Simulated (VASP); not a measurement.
# SiC in VASP: single point with PBE+D3(BJ)

Aim: the single point of SiC with PBE+D3(BJ).

Program: VASP 6.6.1. These are calculated values, not measurements. Logs are shortened: lines on timing, memory, paths and dates and some standing lists are left out, and cuts for length are marked.

### Step 1. The cell of the first run

The cell holds a slab with vacuum, 24 atoms: a = 6.150 Å, b = 6.150 Å, c = 26.539 Å, α = 90.00°, β = 90.00°, γ = 120.00°.

### Step 2. Single point, PBE+D3(BJ)

The input, INCAR:

```
ALGO     = Normal         # electronic algorithm
DIPOL    = 0.5 0.5 0.407
EDIFF    = 1E-7           # SCF threshold, eV
ENCUT    = 520            # plane-wave cutoff, eV
GGA      = PE             # functional
IDIPOL   = 3            
ISIF     = 2              # what is computed and relaxed
ISMEAR   = 0              # smearing method
IVDW     = 12             # dispersion correction
LASPH    = True           # aspherical terms in the spheres
LCHARG   = False          # write CHGCAR
LDIPOL   = True         
LREAL    = Auto         
LWAVE    = False          # write WAVECAR
NBANDS   = 66             # bands
NELM     = 100            # most SCF steps
PREC     = Accurate       # precision mode
SIGMA    = 0.05           # smearing width, eV
```

The input, KPOINTS:

```
k-points
0
Gamma
  3 3 1
```

The input, POSCAR:

```
SiC
1.0
    6.1499993378      0.0000000000      0.0000000000
   -3.0749996689      5.3260556598      0.0000000000
    0.0000000000      0.0000000000     26.5385351110
C Si
12 12
Direct
    0.5000000000      0.0000000000      0.3014484397
    0.5000000000      0.5000000000      0.3014484397
    0.0000000000      0.0000000000      0.3014484397
    0.0000000000      0.5000000000      0.3014484397
    0.6666666667      0.8333333333      0.3960552710
    0.6666666667      0.3333333333      0.3960552710
    0.1666666667      0.8333333333      0.3960552710
    0.1666666667      0.3333333333      0.3960552710
    0.8374073831      0.6629987863      0.4909045734
    0.8338444324      0.1700343668      0.4918813862
    0.3398745849      0.6721033390      0.4916360933
    0.3234597260      0.1627262355      0.4919822087
    0.1666666667      0.8333333333      0.3251001475
    0.1666666667      0.3333333333      0.3251001475
    0.6666666667      0.8333333333      0.3251001475
    0.6666666667      0.3333333333      0.3251001475
    0.3355606724      0.6679543780      0.4178516697
    0.3325009882      0.1670375074      0.4180286246
    0.8331452952      0.6654373325      0.4180750634
    0.8330295186      0.1671463576      0.4183252904
    0.5024742445      0.4986189497      0.5098644384
    0.4994849679      0.0054585035      0.5108127550
    0.0084714423      0.5028633032      0.5143617442
   -0.0123966343     -0.0084455023      0.5142010618
```

Potentials or basis: VASP PAW PBE potentials, release 64 (C, Si).

Command:

```console
cat potpaw_PBE.64/C/POTCAR potpaw_PBE.64/Si/POTCAR > POTCAR
mpirun -np 1 vasp_std > vasp.out
```

OUTCAR:

```text
EDIFF = 1E-7
   ENCUT = 520
   GGA = PE
   ISIF = 2
   ISMEAR = 0
   IVDW = 12
   LASPH = True
   LREAL = Auto
   NELM = 100
   PREC = Accurate
 IVDW          = 12

 ion  position               nearest neighbor table
   1  0.500  0.000  0.301-  13 1.88  16 1.88  15 1.88
   2  0.500  0.500  0.301-  14 1.88  15 1.88  16 1.88
   3  0.000  0.000  0.301-  15 1.88  14 1.88  13 1.88
   4  0.000  0.500  0.301-  16 1.88  13 1.88  14 1.88
   5  0.667  0.833  0.396-  17 1.86  20 1.87  19 1.87  15 1.88
   6  0.667  0.333  0.396-  19 1.86  20 1.87  18 1.87  16 1.88
   7  0.167  0.833  0.396-  19 1.87  18 1.87  17 1.87  13 1.88
   8  0.167  0.333  0.396-  18 1.86  20 1.87  17 1.87  14 1.88
   9  0.837  0.663  0.491-  21 1.85  24 1.86  23 1.87  19 1.93
  10  0.834  0.170  0.492-  22 1.85  24 1.87  23 1.87  20 1.95
  11  0.340  0.672  0.492-  22 1.85  21 1.85  23 1.87  17 1.96
  12  0.323  0.163  0.492-  22 1.85  21 1.85  24 1.88  18 1.96
  13  0.167  0.833  0.325-   7 1.88   1 1.88   4 1.88   3 1.88  17 3.04  18 3.04  19 3.04  15 3.07
                            15 3.07  14 3.07  14 3.07  16 3.07  16 3.07
  14  0.167  0.333  0.325-   8 1.88   2 1.88   3 1.88   4 1.88  18 3.04  17 3.04  20 3.05  16 3.07
                            16 3.07  15 3.07  13 3.07  13 3.07  15 3.07
  15  0.667  0.833  0.325-   5 1.88   3 1.88   2 1.88   1 1.88  17 3.03  19 3.04  20 3.05  13 3.07
[... 5 lines left out ...]
  18  0.333  0.167  0.418-   8 1.86   7 1.87   6 1.87  12 1.96  21 3.01  22 3.02  14 3.04  13 3.04
                            16 3.04  17 3.07  19 3.07  20 3.07  20 3.08  19 3.08  17 3.08  24 3.14
  19  0.833  0.665  0.418-   6 1.86   7 1.87   5 1.87   9 1.93  21 3.01  16 3.04  13 3.04  15 3.04
                            20 3.06  17 3.07  18 3.07  18 3.08  17 3.08  20 3.09  24 3.09  23 3.13
  20  0.833  0.167  0.418-   6 1.87   8 1.87   5 1.87  10 1.95  22 3.03  16 3.04  14 3.05  15 3.05
                            19 3.06  17 3.06  18 3.07  18 3.08  17 3.09  19 3.09  24 3.09  23 3.11
  21  0.502  0.499  0.510-  12 1.85   9 1.85  11 1.85  19 3.01  18 3.01  24 3.01  22 3.02  17 3.03
                            23 3.05  23 3.10  22 3.13  24 3.14
  22  0.499  0.005  0.511-  12 1.85  11 1.85  10 1.85  18 3.02  21 3.02  20 3.03  24 3.05  17 3.05
                            23 3.06  23 3.10  24 3.11  21 3.13
  23  0.008  0.503  0.514-  11 1.87   9 1.87  10 1.87  21 3.05  22 3.06  24 3.07  24 3.08  22 3.10
                            17 3.10  21 3.10  20 3.11  19 3.13
  24  0.988  0.992  0.514-   9 1.86  10 1.87  12 1.88  21 3.01  22 3.05  23 3.07  23 3.08  19 3.09
                            20 3.09  22 3.11  18 3.14  21 3.14

  LATTYP: Found a hexagonal cell.
 ALAT       =     6.1499993378
 C/A-ratio  =     4.3152094258

  Lattice vectors:

 A1 = (   6.1499993378,   0.0000000000,   0.0000000000)
 A2 = (  -3.0749996689,   5.3260556598,   0.0000000000)
 A3 = (   0.0000000000,   0.0000000000,  26.5385351110)

Analysis of symmetry for initial positions (statically):
=====================================================================
 Subroutine PRICEL returns:
 Original cell was already a primitive cell.

 Routine SETGRP: Setting up the symmetry group for a
 hexagonal supercell.

 Subroutine GETGRP returns: Found  1 space group operations
 (whereof  1 operations were pure point group operations)
 out of a pool of 24 trial point group operations.

The static configuration has the point symmetry C_1 .

Analysis of symmetry for dynamics (positions and initial velocities):
=====================================================================
 Subroutine PRICEL returns:
 Original cell was already a primitive cell.

 Routine SETGRP: Setting up the symmetry group for a
 hexagonal supercell.

 Subroutine GETGRP returns: Found  1 space group operations
 (whereof  1 operations were pure point group operations)
 out of a pool of 24 trial point group operations.

The dynamic configuration has the point symmetry C_1 .

 Subroutine INISYM returns: Found  1 space group operations
 (whereof  1 operations are pure point group operations),
 and found     1 'primitive' translations

----------------------------------------------------------------------------------------

                                     Primitive cell

  volume of cell :     869.2761

  direct lattice vectors                    reciprocal lattice vectors
     6.149999338  0.000000000  0.000000000     0.162601644  0.093878103  0.000000000
    -3.074999669  5.326055660  0.000000000     0.000000000  0.187756205  0.000000000
     0.000000000  0.000000000 26.538535111     0.000000000  0.000000000  0.037681055

  length of vectors
     6.149999338  6.149999338 26.538535111     0.187756205  0.187756205  0.037681055

  position of ions in fractional coordinates (direct lattice)
     0.500000000  0.000000000  0.301448440
     0.500000000  0.500000000  0.301448440
     0.000000000  0.000000000  0.301448440
     1.000000000  0.500000000  0.301448440
     0.666666667  0.833333333  0.396055271
     0.666666667  0.333333333  0.396055271
[... 16 lines left out ...]
     0.008471442  0.502863303  0.514361744
     0.987603366  0.991554498  0.514201062

  ion indices of the primitive-cell ions
   primitive index   ion index
                 1           1
                 2           2
                 3           3
                 4           4
                 5           5
                 6           6
[... 16 lines left out ...]
                23          23
                24          24

----------------------------------------------------------------------------------------

 KPOINTS: k-points

Automatic generation of k-mesh.
 Grid dimensions read from file:
 generate k-points for:    3    3    1

 Generating k-lattice:

  Cartesian coordinates                     Fractional coordinates (reciprocal lattice)
     0.054200548  0.031292701  0.000000000     0.333333333  0.000000000  0.000000000
     0.000000000  0.062585402  0.000000000     0.000000000  0.333333333  0.000000000
     0.000000000  0.000000000  0.037681055     0.000000000  0.000000000  1.000000000

  Length of vectors
     0.062585402  0.062585402  0.037681055

  Shift w.r.t. Gamma in fractional coordinates (k-lattice)
     0.000000000  0.000000000  0.000000000

 Subroutine IBZKPT returns following result:
 ===========================================

 Found      5 irreducible k-points:

 Following reciprocal coordinates:
            Coordinates               Weight
  0.000000  0.000000  0.000000      1.000000
  0.333333  0.000000  0.000000      2.000000
  0.000000  0.333333  0.000000      2.000000
 -0.333333  0.333333  0.000000      2.000000
  0.333333  0.333333  0.000000      2.000000
   k-points           NKPTS =      5   k-points in BZ     NKDIM =      5   number of bands    NBANDS=     66
   number of dos      NEDOS =    301   number of ions     NIONS =     24
   total plane-waves  NPLWV = 460800
   dimension x,y,z NGX =    48 NGY =   48 NGZ =  200
   dimension x,y,z NGXF=    96 NGYF=   96 NGZF=  400
   ions per type =              12  12
   NGX,Y,Z   is equivalent  to a cutoff of  12.98, 12.98, 12.53 a.u.
   NGXF,Y,Z  is equivalent  to a cutoff of  25.95, 25.95, 25.06 a.u.
 SYSTEM =  unknown system
   PREC   = accura    normal or accurate (medium, high low for compatibility)
   ISTART =      0    job   : 0-new  1-cont  2-samecut
   ICHARG =      2    charge: 1-file 2-atom 10-const
   ISPIN  =      1    spin polarized calculation?
   LNONCOLLINEAR =      F non collinear calculations
   LSORBIT =      F    spin-orbit coupling
   LASPH  =      T    aspherical Exc in radial PAW
   ENCUT  =  520.0 eV  38.22 Ry    6.18 a.u.  11.43 11.43 49.34*2*pi/ulx,y,z
   NELM   =    100;   NELMIN=  2; NELMDL= -5     # of ELM steps
   EDIFF  = 0.1E-06   stopping-criterion for ELM
   LREAL  =      T    real-space projection
   EDIFFG = 0.1E-05   stopping-criterion for IOM
   NSW    =      0    number of steps for IOM
   IBRION =     -1    ionic relax: 0-MD 1-quasi-New 2-CG
   NFREE  =      0    steps in history (QN), initial steepest desc. (CG)
   ISIF   =      2    stress and relaxation
   ISYM   =      2    0-nonsym 1-usesym 2-fastsym
   POTIM  = 0.5000    time-step for ionic-motion
   TEBEG  =    0.0;   TEEND  =   0.0 temperature during run
   PSTRESS=    0.0 pullay stress
   NELECT =      96.0000    total number of electrons
   NUPDOWN=      -1.0000    fix difference up-down
   EMIN   =  10.00;   EMAX   =-10.00  energy-range for DOS
   EFERMI =   0.00;   METHOD = LEGACY
   ISMEAR =     0;   SIGMA  =   0.05  broadening in eV -4-tet -1-fermi 0-gaus
   EFERMI_NEDOS =   21; number of points for ismear=-14 and -15
   IALGO  =     38    algorithm
   IMIX   =      4    mixing-type and parameters
     AMIX     =   0.40;   BMIX     =  1.00
     AMIX_MAG =   1.60;   BMIX_MAG =  1.00
  volume/ion in A,a.u.               =      36.22       244.42
  Fermi-wavevector in a.u.,A,eV,Ry     =   0.785439  1.484265  8.393638  0.616915
  Thomas-Fermi vector in A             =   1.889776
   LORBIT       =      0    0 simple, 1 ext, 2 COOP (PROOUT), +10 PAW based schemes
   GGA     = PE    functional components
   LHFCALC =     F    Hartree Fock is set to
   AEXX    =    0.0000 exact exchange contribution
   IVDW    =    12    specifies the selected vdW correction
   LEPSILON=     F    determine dielectric tensor
   LRPA    =     F    only Hartree local field effects (RPA)
 non-spin polarized calculation
 Gauss-broadening in eV      SIGMA  =   0.05
  energy-cutoff  :      520.00
  volume of cell :      869.28
 maximum number of plane-waves:     23439
 NGX is ok and might be reduce to    48
   NGX = 23   NGY = 23   NGZ = 99

 dipolmoment           0.000000      0.000000      0.380619 electrons x Angstroem

 number of electron      95.9999998 magnetization

 dipolmoment           0.000000      0.000000     -0.447245 electrons x Angstroem

 Free energy of the ion-electron system (eV)
  ---------------------------------------------------
  ext. energy  EPLUGINS =         0.00000000
  ---------------------------------------------------
  free energy    TOTEN  =      -164.70166846 eV

  energy without entropy =     -164.68861546  energy(sigma->0) =     -164.69514196

 E-fermi :  -1.3453     XC(G=0):  -3.9078

 val. band max:       -1.3624729909   @ k =   0.0000   0.0000   0.0000
 cond. band min:      -1.2789914055   @ k =   0.0000   0.0000   0.0000
 fundamental gap:      0.0834815854
 Fermi energy:        -1.3453494095

 k-point     1 :       0.0000    0.0000    0.0000
  band No.  band energies     occupation
      1     -17.6100      2.00000
      2     -16.2139      2.00000
      3     -14.4038      2.00000
      4     -14.3924      2.00000
      5     -14.3480      2.00000
      6     -14.0778      2.00000
[... 304 lines left out ...]
     59       3.3066      0.00000
     60       3.3387      0.00000
 [bands above 60 left out]

------------------------ aborting loop because EDIFF is reached ----------------------------------------

 vacuum level on the upper side and lower side of the slab       (xc-potential included)        -1.273         1.149

 Edisp (eV)   -5.52798

 E8    (eV) :    -2.1578

  FORCE on cell =-STRESS in cart. coord.  units (eV):
  Direction    XX          YY          ZZ          XY          YZ          ZX
  --------------------------------------------------------------------------------------
  -------------------------------------------------------------------------------------
  Total       0.89002     1.09392     2.50199    -0.12790     0.10229     0.08582
  in kB       1.64040     2.01621     4.61147    -0.23573     0.18853     0.15818
  external pressure =        2.76 kB  Pullay stress =        0.00 kB

 VOLUME and BASIS-vectors are now :
 -----------------------------------------------------------------------------
  energy-cutoff  :      520.00
  volume of cell :      869.28
      direct lattice vectors                 reciprocal lattice vectors
     6.149999338  0.000000000  0.000000000     0.162601644  0.093878103  0.000000000
    -3.074999669  5.326055660  0.000000000     0.000000000  0.187756205  0.000000000
     0.000000000  0.000000000 26.538535111     0.000000000  0.000000000  0.037681055

 POSITION                                       TOTAL-FORCE (eV/Angst)
 -----------------------------------------------------------------------------------
      3.07500      0.00000      8.00000        -0.031271     -0.030942      2.167361
      1.53750      2.66303      8.00000        -0.032331     -0.010837      2.166768
      0.00000      0.00000      8.00000         0.048243      0.022109      2.176296
     -1.53750      2.66303      8.00000         0.021823      0.026579      2.178232
      1.53750      4.43838     10.51073         0.225659      0.127999      0.965007
      3.07500      1.77535     10.51073        -0.053882     -0.098140      0.968100
[... 16 lines left out ...]
     -1.49421      2.67828     13.65041        -0.254922     -0.091502     -0.158403
      3.02473      5.28107     13.64614         0.384266      0.406305     -0.148566
 -----------------------------------------------------------------------------------
    total drift:                               -0.014035     -0.013624      0.021930

  FREE ENERGIE OF THE ION-ELECTRON SYSTEM (eV)
  ---------------------------------------------------
  free  energy   TOTEN  =      -170.2296533924 eV

  energy  without entropy=     -170.2166003934  energy(sigma->0) =     -170.22312689

 vacuum level on the upper side and lower side of the slab         2.820         5.292
```

Run time: 14 min. Hardware: 1 thread of Intel Xeon 6975P-C (Granite Rapids), shared host; peak memory 0.92 GiB.

What came out:

```yaml
Free_energy: -170.2297 eV
Largest_force: 3.222 eV/Å
Dispersion_energy_per_atom: -0.230 eV
```

Forces in eV/Å, atoms in the order of the input:
```
C   -0.031 -0.031  2.167
C   -0.032 -0.011  2.167
C    0.048  0.022  2.176
C    0.022  0.027  2.178
C    0.226  0.128  0.965
C   -0.054 -0.098  0.968
C    0.016 -0.015  1.033
C   -0.135  0.074  1.064
C   -0.293 -0.148  0.383
C   -0.033 -0.092  0.223
C    0.108 -0.175  0.255
C    0.028  0.158  0.299
Si  -0.008 -0.008 -3.199
Si  -0.010  0.001 -3.196
Si   0.016  0.003 -3.218
Si   0.003  0.007 -3.222
Si  -0.188 -0.094  0.007
Si   0.019 -0.104 -0.012
Si   0.041  0.116 -0.134
Si   0.072 -0.010 -0.031
Si  -0.106  0.072 -0.298
Si   0.162 -0.134 -0.268
Si  -0.255 -0.092 -0.158
Si   0.384  0.406 -0.149
```

Levels at points of the mesh, in eV from the Fermi level:
```csv
k point,band 44,band 45,band 46,band 47,band 48,band 49,band 50,band 51,band 52,band 53
"(0.00, 0.00, 0.00)",-0.27,-0.26,-0.24,-0.03,-0.02,-0.02,0.07,0.07,0.45,1.59
```

Caveat: the k points lie up to 0.39 Å⁻¹ apart.
